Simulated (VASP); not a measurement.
# Cd3N2 (I4/mmm) in VASP: a series of runs

Runs on Cd3N2. Level: PBE. Tasks: single point, relaxation of cell and atoms.

Program: VASP 6.6.1. These are calculated values, not measurements. Logs are shortened: lines on timing, memory, paths and dates and some standing lists are left out, and cuts for length are marked.

## (1) The cell of the first run

It takes space group I4/mmm (No. 139, tetragonal). Conventional cell: a = 4.337 Å, b = 4.337 Å, c = 9.872 Å, α = 90.00°, β = 90.00°, γ = 90.00°. Within 3.1 Å of Cd (site symmetry 4mm) lie 4 N at 2.26 Å and 1 Cd at 3.09 Å. Within 4.1 Å of Cd (site symmetry 4/mmm) lie 10 Cd at 3.09 to 3.58 Å and 8 N at 3.29 Å. Within 3.1 Å of N (site symmetry -4m2) lie 4 Cd at 2.26 Å and 4 N at 3.07 Å.

The cell was generated, and may not be a known phase.

## (2) Single point, PBE

INCAR reads:

```
PREC = Accurate
ENCUT = 700
EDIFF = 1E-6
ISMEAR = 0
SIGMA = 0.15
LREAL = F
LASPH = T
NELM = 120
ALGO = Normal
ISIF = 2
LWAVE = F
LCHARG = F
GGA = PE
NBANDS = 43
GGA_COMPAT = F
```

KPOINTS reads:

```
Automatic mesh
0
Gamma
  4 4 4
```

POSCAR reads:

```
Cd3N2
1.0
   -2.1684968997      2.1684968997      4.9358881058
    2.1684968997     -2.1684968997      4.9358881058
    2.1684968997      2.1684968997     -4.9358881058
Cd N
3 2
Direct
    0.1869562343      0.1869562343      0.0000000000
    0.8130437657      0.8130437657      0.0000000000
    0.5000000000      0.5000000000      0.0000000000
    0.7500000000      0.2500000000      0.5000000000
    0.2500000000      0.7500000000      0.5000000000
```

Potentials or basis: VASP PAW PBE potentials, release 64 (Cd_sv_GW, N).

Started as:

```sh
$ cat potpaw_PBE.64/Cd_sv_GW/POTCAR potpaw_PBE.64/N/POTCAR > POTCAR
$ mpirun -np 1 vasp_std > vasp.out
```

OUTCAR:

```text
PREC = Accurate
   ENCUT = 700
   EDIFF = 1E-6
   ISMEAR = 0
   LREAL = F
   LASPH = T
   NELM = 120
   ISIF = 2
   GGA = PE

 ion  position               nearest neighbor table
   1  0.187  0.187  0.000-
   2  0.813  0.813  0.000-
   3  0.500  0.500  0.000-
   4  0.750  0.250  0.500-
   5  0.250  0.750  0.500-

  LATTYP: Found a body centered tetragonal cell.
 ALAT       =     4.3369937994
 C/A-ratio  =     2.2761794617

  Lattice vectors:

 A1 = (  -2.1684968997,   2.1684968997,   4.9358881058)
 A2 = (   2.1684968997,  -2.1684968997,   4.9358881058)
 A3 = (   2.1684968997,   2.1684968997,  -4.9358881058)

Analysis of symmetry for initial positions (statically):
=====================================================================
 Subroutine PRICEL returns:
 Original cell was already a primitive cell.

 Routine SETGRP: Setting up the symmetry group for a
 body centered tetragonal supercell.

 Subroutine GETGRP returns: Found 16 space group operations
 (whereof 16 operations were pure point group operations)
 out of a pool of 16 trial point group operations.

The static configuration has the point symmetry D_4h.

Analysis of symmetry for dynamics (positions and initial velocities):
=====================================================================
 Subroutine PRICEL returns:
 Original cell was already a primitive cell.

 Routine SETGRP: Setting up the symmetry group for a
 body centered tetragonal supercell.

 Subroutine GETGRP returns: Found 16 space group operations
 (whereof 16 operations were pure point group operations)
 out of a pool of 16 trial point group operations.

The dynamic configuration has the point symmetry D_4h.

 Subroutine INISYM returns: Found 16 space group operations
 (whereof 16 operations are pure point group operations),
 and found     1 'primitive' translations

----------------------------------------------------------------------------------------

                                     Primitive cell

  volume of cell :      92.8417

  direct lattice vectors                    reciprocal lattice vectors
    -2.168496900  2.168496900  4.935888106     0.000000000  0.230574459  0.101298893
     2.168496900 -2.168496900  4.935888106     0.230574459  0.000000000  0.101298893
     2.168496900  2.168496900 -4.935888106     0.230574459  0.230574459  0.000000000

  length of vectors
     5.811002409  5.811002409  5.811002409     0.251845284  0.251845284  0.326081527

  position of ions in fractional coordinates (direct lattice)
     0.186956234  0.186956234  0.000000000
     0.813043766  0.813043766  0.000000000
     0.500000000  0.500000000  0.000000000
     0.750000000  0.250000000  0.500000000
     0.250000000  0.750000000  0.500000000

  ion indices of the primitive-cell ions
   primitive index   ion index
                 1           1
                 2           2
                 3           3
                 4           4
                 5           5

----------------------------------------------------------------------------------------

 KPOINTS: Automatic mesh

Automatic generation of k-mesh.
 Grid dimensions read from file:
 generate k-points for:    4    4    4

 Generating k-lattice:

  Cartesian coordinates                     Fractional coordinates (reciprocal lattice)
     0.000000000  0.057643615  0.025324723     0.250000000  0.000000000  0.000000000
     0.057643615  0.000000000  0.025324723     0.000000000  0.250000000  0.000000000
     0.057643615  0.057643615  0.000000000     0.000000000  0.000000000  0.250000000

  Length of vectors
     0.062961321  0.062961321  0.081520382

  Shift w.r.t. Gamma in fractional coordinates (k-lattice)
     0.000000000  0.000000000  0.000000000

 Subroutine IBZKPT returns following result:
 ===========================================

 Found     13 irreducible k-points:

 Following reciprocal coordinates:
            Coordinates               Weight
  0.000000  0.000000  0.000000      1.000000
  0.250000 -0.000000  0.000000      8.000000
  0.500000 -0.000000  0.000000      4.000000
  0.250000  0.250000  0.000000      8.000000
  0.500000  0.250000  0.000000     16.000000
 -0.250000  0.250000  0.000000      4.000000
  0.500000  0.500000  0.000000      2.000000
  0.250000  0.250000  0.250000      2.000000
 -0.250000  0.250000  0.250000      4.000000
  0.500000  0.500000  0.250000      4.000000
 -0.250000  0.500000  0.250000      8.000000
 -0.250000 -0.250000  0.250000      2.000000
  0.500000  0.500000  0.500000      1.000000
   k-points           NKPTS =     13   k-points in BZ     NKDIM =     13   number of bands    NBANDS=     43
   number of dos      NEDOS =    301   number of ions     NIONS =      5
   total plane-waves  NPLWV = 125000
   dimension x,y,z NGX =    50 NGY =   50 NGZ =   50
   dimension x,y,z NGXF=   100 NGYF=  100 NGZF=  100
   ions per type =               3   2
   NGX,Y,Z   is equivalent  to a cutoff of  14.30, 14.30, 14.30 a.u.
   NGXF,Y,Z  is equivalent  to a cutoff of  28.61, 28.61, 28.61 a.u.
 SYSTEM =  unknown system
   PREC   = accura    normal or accurate (medium, high low for compatibility)
   ISTART =      0    job   : 0-new  1-cont  2-samecut
   ICHARG =      2    charge: 1-file 2-atom 10-const
   ISPIN  =      1    spin polarized calculation?
   LNONCOLLINEAR =      F non collinear calculations
   LSORBIT =      F    spin-orbit coupling
   LASPH  =      T    aspherical Exc in radial PAW
   ENCUT  =  700.0 eV  51.45 Ry    7.17 a.u.  12.54 12.54 12.54*2*pi/ulx,y,z
   NELM   =    120;   NELMIN=  2; NELMDL= -5     # of ELM steps
   EDIFF  = 0.1E-05   stopping-criterion for ELM
   LREAL  =      F    real-space projection
   EDIFFG = 0.1E-04   stopping-criterion for IOM
   NSW    =      0    number of steps for IOM
   IBRION =     -1    ionic relax: 0-MD 1-quasi-New 2-CG
   NFREE  =      0    steps in history (QN), initial steepest desc. (CG)
   ISIF   =      2    stress and relaxation
   ISYM   =      2    0-nonsym 1-usesym 2-fastsym
   POTIM  = 0.5000    time-step for ionic-motion
   TEBEG  =    0.0;   TEEND  =   0.0 temperature during run
   PSTRESS=    0.0 pullay stress
   NELECT =      70.0000    total number of electrons
   NUPDOWN=      -1.0000    fix difference up-down
   EMIN   =  10.00;   EMAX   =-10.00  energy-range for DOS
   EFERMI =   0.00;   METHOD = LEGACY
   ISMEAR =     0;   SIGMA  =   0.15  broadening in eV -4-tet -1-fermi 0-gaus
   EFERMI_NEDOS =   21; number of points for ismear=-14 and -15
   IALGO  =     38    algorithm
   IMIX   =      4    mixing-type and parameters
     AMIX     =   0.40;   BMIX     =  1.00
     AMIX_MAG =   1.60;   BMIX_MAG =  1.00
  volume/ion in A,a.u.               =      18.57       125.31
  Fermi-wavevector in a.u.,A,eV,Ry     =   1.490024  2.815737 30.207260  2.220171
  Thomas-Fermi vector in A             =   2.602858
   LORBIT       =      0    0 simple, 1 ext, 2 COOP (PROOUT), +10 PAW based schemes
   GGA     = PE    functional components
   LHFCALC =     F    Hartree Fock is set to
   AEXX    =    0.0000 exact exchange contribution
   IVDW    =     0    specifies the selected vdW correction
   LEPSILON=     F    determine dielectric tensor
   LRPA    =     F    only Hartree local field effects (RPA)
 non-spin polarized calculation
 Gauss-broadening in eV      SIGMA  =   0.15
  energy-cutoff  :      700.00
  volume of cell :       92.84
 maximum number of plane-waves:      3928
   NGX = 25   NGY = 25   NGZ = 25

 number of electron      69.9999998 magnetization

 Free energy of the ion-electron system (eV)
  ---------------------------------------------------
  ext. energy  EPLUGINS =         0.00000000
  ---------------------------------------------------
  free energy    TOTEN  =       -13.91249917 eV

  energy without entropy =      -13.88877389  energy(sigma->0) =      -13.90063653

 E-fermi :   4.2134     XC(G=0): -10.4304

 val. band max:        4.1454189388   @ k =   0.5000   0.2500   0.0000
 cond. band min:       4.2920471914   @ k =  -0.2500   0.2500   0.2500
 fundamental gap:      0.1466282527
 Fermi energy:         4.2134200191

 k-point     1 :       0.0000    0.0000    0.0000
  band No.  band energies     occupation
      1     -98.2994      2.00000
      2     -97.8386      2.00000
      3     -97.8379      2.00000
      4     -59.3556      2.00000
      5     -59.3487      2.00000
      6     -59.3487      2.00000
[... 35 lines left out ...]
     42       9.4484      0.00000
     43      13.2921      0.00000

 k-point     2 :       0.2500   -0.0000    0.0000
  band No.  band energies     occupation
      1     -98.2994      2.00000
      2     -97.8385      2.00000
      3     -97.8380      2.00000
      4     -59.3555      2.00000
      5     -59.3487      2.00000
      6     -59.3487      2.00000
[... 35 lines left out ...]
     42      10.9370      0.00000
     43      13.6910      0.00000

 k-point     3 :       0.5000   -0.0000    0.0000
  band No.  band energies     occupation
      1     -98.2994      2.00000
      2     -97.8383      2.00000
      3     -97.8382      2.00000
      4     -59.3555      2.00000
      5     -59.3488      2.00000
      6     -59.3487      2.00000
[... 35 lines left out ...]
     42      11.5301      0.00000
     43      12.1861      0.00000

 k-point     4 :       0.2500    0.2500    0.0000
  band No.  band energies     occupation
      1     -98.2994      2.00000
      2     -97.8384      2.00000
      3     -97.8381      2.00000
      4     -59.3555      2.00000
      5     -59.3487      2.00000
      6     -59.3487      2.00000
[... 35 lines left out ...]
     42      12.1731      0.00000
     43      13.0330      0.00000

 k-point     5 :       0.5000    0.2500    0.0000
  band No.  band energies     occupation
      1     -98.2994      2.00000
      2     -97.8382      2.00000
      3     -97.8382      2.00000
      4     -59.3555      2.00000
      5     -59.3488      2.00000
      6     -59.3487      2.00000
[... 35 lines left out ...]
     42      12.5010      0.00000
     43      12.8996      0.00000

 k-point     6 :      -0.2500    0.2500    0.0000
  band No.  band energies     occupation
      1     -98.2994      2.00000
      2     -97.8384      2.00000
      3     -97.8380      2.00000
      4     -59.3555      2.00000
      5     -59.3487      2.00000
      6     -59.3487      2.00000
[... 35 lines left out ...]
     42      11.0763      0.00000
     43      13.0558      0.00000

 k-point     7 :       0.5000    0.5000    0.0000
  band No.  band energies     occupation
      1     -98.2994      2.00000
      2     -97.8382      2.00000
      3     -97.8382      2.00000
      4     -59.3555      2.00000
      5     -59.3488      2.00000
      6     -59.3488      2.00000
[... 35 lines left out ...]
     42      11.0366      0.00000
     43      13.6904      0.00000

 k-point     8 :       0.2500    0.2500    0.2500
  band No.  band energies     occupation
      1     -98.2994      2.00000
      2     -97.8382      2.00000
      3     -97.8382      2.00000
      4     -59.3555      2.00000
      5     -59.3488      2.00000
      6     -59.3488      2.00000
[... 35 lines left out ...]
     42      12.2661      0.00000
     43      12.2661      0.00000

 k-point     9 :      -0.2500    0.2500    0.2500
  band No.  band energies     occupation
      1     -98.2994      2.00000
      2     -97.8382      2.00000
      3     -97.8382      2.00000
      4     -59.3555      2.00000
      5     -59.3488      2.00000
      6     -59.3487      2.00000
[... 35 lines left out ...]
     42      11.9009      0.00000
     43      12.2275      0.00000

 k-point    10 :       0.5000    0.5000    0.2500
  band No.  band energies     occupation
      1     -98.2994      2.00000
      2     -97.8384      2.00000
      3     -97.8380      2.00000
      4     -59.3555      2.00000
      5     -59.3487      2.00000
      6     -59.3487      2.00000
[... 35 lines left out ...]
     42      11.0430      0.00000
     43      14.2731      0.00000

 k-point    11 :      -0.2500    0.5000    0.2500
  band No.  band energies     occupation
      1     -98.2994      2.00000
      2     -97.8385      2.00000
      3     -97.8380      2.00000
      4     -59.3555      2.00000
      5     -59.3487      2.00000
      6     -59.3487      2.00000
[... 35 lines left out ...]
     42      12.3805      0.00000
     43      13.6169      0.00000

 k-point    12 :      -0.2500   -0.2500    0.2500
  band No.  band energies     occupation
      1     -98.2994      2.00000
      2     -97.8386      2.00000
      3     -97.8379      2.00000
      4     -59.3555      2.00000
      5     -59.3487      2.00000
      6     -59.3487      2.00000
[... 35 lines left out ...]
     42      11.3193      0.00000
     43      12.5738      0.00000

 k-point    13 :       0.5000    0.5000    0.5000
  band No.  band energies     occupation
      1     -98.2994      2.00000
      2     -97.8385      2.00000
      3     -97.8379      2.00000
      4     -59.3555      2.00000
      5     -59.3487      2.00000
      6     -59.3487      2.00000
[... 35 lines left out ...]
     42      12.0401      0.00000
     43      12.4422      0.00000

------------------------ aborting loop because EDIFF is reached ----------------------------------------

  FORCE on cell =-STRESS in cart. coord.  units (eV):
  Direction    XX          YY          ZZ          XY          YZ          ZX
  --------------------------------------------------------------------------------------
  -------------------------------------------------------------------------------------
  Total       -0.3003203     -0.3003203     -0.3733775      0.0000000     -0.0000000      0.0000000
  in kB       -5.1826565     -5.1826565     -6.4434113      0.0000000     -0.0000000      0.0000000
  external PRESSURE =      -5.6029081 kB  Pullay stress =       0.0000000 kB

 VOLUME and BASIS-vectors are now :
 -----------------------------------------------------------------------------
  energy-cutoff  :      700.00
  volume of cell :       92.84
      direct lattice vectors                 reciprocal lattice vectors
    -2.168496900  2.168496900  4.935888106     0.000000000  0.230574459  0.101298893
     2.168496900 -2.168496900  4.935888106     0.230574459  0.000000000  0.101298893
     2.168496900  2.168496900 -4.935888106     0.230574459  0.230574459  0.000000000

 POSITION                                       TOTAL-FORCE (eV/Angst)
 -----------------------------------------------------------------------------------
      0.00000      0.00000      1.84559         0.000000      0.000000     -0.026046
      0.00000      0.00000      8.02619        -0.000000     -0.000000      0.026046
      0.00000      0.00000      4.93589        -0.000000     -0.000000     -0.000000
      0.00000      2.16850      2.46794        -0.000000     -0.000000     -0.000000
      2.16850      0.00000      2.46794        -0.000000     -0.000000     -0.000000
 -----------------------------------------------------------------------------------
    total drift:                               -0.000000      0.000000      0.000000

  FREE ENERGIE OF THE ION-ELECTRON SYSTEM (eV)
  ---------------------------------------------------
  free  energy   TOTEN  =       -13.9124991652 eV

  energy  without entropy=      -13.8887738929  energy(sigma->0) =      -13.90063653
```

It took 3 min on 1 thread of Intel Xeon Platinum 8488C (Sapphire Rapids), shared host; peak memory 0.38 GiB.

Results:

```yaml
Free_energy: -13.9125 eV
Pressure: -0.6 GPa
Largest_force: 0.026 eV/Å
Band_gap_on_the_k_mesh: zero (bands 35 and 36 overlap by 1.25 eV)
```

Forces in eV/Å, atoms in the order of the input:
```
Cd   0.000  0.000 -0.026
Cd   0.000  0.000  0.026
Cd   0.000  0.000  0.000
N    0.000  0.000  0.000
N    0.000  0.000  0.000
```

Caveat: the k points lie up to 0.40 Å⁻¹ apart, too coarse for converged energies and pressures of a metal.

## (3) Relaxation of cell and atoms, PBE

This run uses another cell than the first one, of 21.44 Å³/atom.

INCAR reads:

```
PREC = Accurate ; ENCUT = 700
EDIFF = 1E-7 ; ISMEAR = 0
SIGMA = 0.15 ; LREAL = F
LASPH = T ; NELM = 120
ALGO = Normal ; ISIF = 3
LWAVE = F ; LCHARG = F
GGA = PE ; IBRION = 2
NSW = 36 ; EDIFFG = -0.08
GGA_COMPAT = F ; NELMIN = 4
```

KPOINTS is that of step 2.

POSCAR reads:

```
Cd3N2
1.0
   -2.2293047500      2.2293047500      5.3929408000
    2.2293047500     -2.2293047500      5.3929408000
    2.2293047500      2.2293047500     -5.3929408000
Cd N
3 2
Direct
    0.1702208900      0.1702208900      0.0000000000
    0.8297791100      0.8297791100      0.0000000000
    0.5000000000      0.5000000000      0.0000000000
    0.7500000000      0.2500000000      0.5000000000
    0.2500000000      0.7500000000      0.5000000000
```

Potentials or basis: VASP PAW PBE potentials, release 64 (Cd_sv_GW, N).

Started as:

```sh
$ cat potpaw_PBE.64/Cd_sv_GW/POTCAR potpaw_PBE.64/N/POTCAR > POTCAR
$ mpirun -np 1 vasp_std > vasp.out
```

Wall time 11 min (1 thread of AMD EPYC 9R45 (Zen 5), shared host); peak memory 0.43 GiB.

It converged, with:

```
Free energy                           : -13.9393 eV
Relaxed volume                        : 17.90 Å³/atom
Relaxed cell                          : a = 5.701 Å, b = 5.701 Å, c = 5.701 Å, α = 135.57°, β = 135.57°, γ = 64.64°
Space group after relaxing (to 0.1 Å) : I4/mmm (No. 139)
Energy gained by relaxing             : 136.6 meV/atom
Ionic steps                           : 7
Pressure after relaxing               : 0.1 GPa
Largest force after relaxing          : 0.016 eV/Å
Band gap on the k mesh                : zero (bands 35 and 36 overlap by 1.21 eV)
```

Forces on the atoms (eV/Å):
```
Cd   0.000  0.000 -0.016
Cd   0.000  0.000  0.016
Cd   0.000  0.000  0.000
N    0.000  0.000  0.000
N    0.000  0.000  0.000
```

Stress tensor (GPa, compression positive):
```
 0.32  0.00  0.00
 0.00  0.32  0.00
 0.00  0.00 -0.28
```

Step by step:
| step | energy change (eV) | largest force (eV/Å) | pressure (GPa) | volume (Å³) |
| --- | --- | --- | --- | --- |
| 1 | 0.0000 | 1.2604 | -8.71 | 107.21 |
| 2 | -0.5786 | 0.1121 | 1.54 | 90.10 |
| 3 | -0.5867 | 0.2573 | 0.06 | 91.60 |
| 4 | -0.6216 | 0.1897 | 0.03 | 91.18 |
| 5 | -0.6729 | 0.0485 | 0.11 | 90.11 |
| 6 | -0.6181 | 0.4192 | 0.82 | 87.54 |
| 7 | -0.6832 | 0.0163 | 0.12 | 89.52 |

Final structure:
```cif
data_structure
_symmetry_space_group_name_H-M 'P 1'
_symmetry_Int_Tables_number 1
_cell_length_a 5.7010
_cell_length_b 5.7010
_cell_length_c 5.7010
_cell_angle_alpha 135.572
_cell_angle_beta 135.572
_cell_angle_gamma 64.642
_cell_volume 89.52
loop_
_atom_site_label
_atom_site_type_symbol
_atom_site_fract_x
_atom_site_fract_y
_atom_site_fract_z
_atom_site_occupancy
Cd1 Cd 0.18117 0.18117 0.00000 1
Cd2 Cd 0.81883 0.81883 0.00000 1
Cd3 Cd 0.50000 0.50000 0.00000 1
N1 N 0.75000 0.25000 0.50000 1
N2 N 0.25000 0.75000 0.50000 1
```

Levels at points of the mesh, in eV from the Fermi level:
| k point | band 32 | band 33 | band 34 | band 35 | band 36 | band 37 | band 38 | band 39 |
| --- | --- | --- | --- | --- | --- | --- | --- | --- |
| (0.00, 0.00, 0.00) | -2.98 | -2.76 | -0.87 | -0.87 | -0.44 | 2.65 | 3.19 | 4.08 |
| (0.50, 0.00, 0.00) | -2.45 | -2.06 | -1.86 | -1.85 | 0.48 | 0.89 | 4.56 | 5.03 |
| (0.50, 0.50, 0.00) | -2.27 | -1.50 | -1.04 | 0.77 | 0.77 | 1.59 | 1.60 | 3.64 |
| (0.50, 0.50, 0.50) | -3.33 | -0.80 | -0.80 | -0.35 | 0.43 | 1.10 | 2.26 | 5.20 |

Caveat: the k points lie up to 0.40 Å⁻¹ apart in the final cell, too coarse for converged energies and pressures of a metal; the volume moved by over 15 % at a fixed basis, so the end points are rough.

The gap in the log of VASP goes by the Fermi energy; the results here count the filled bands.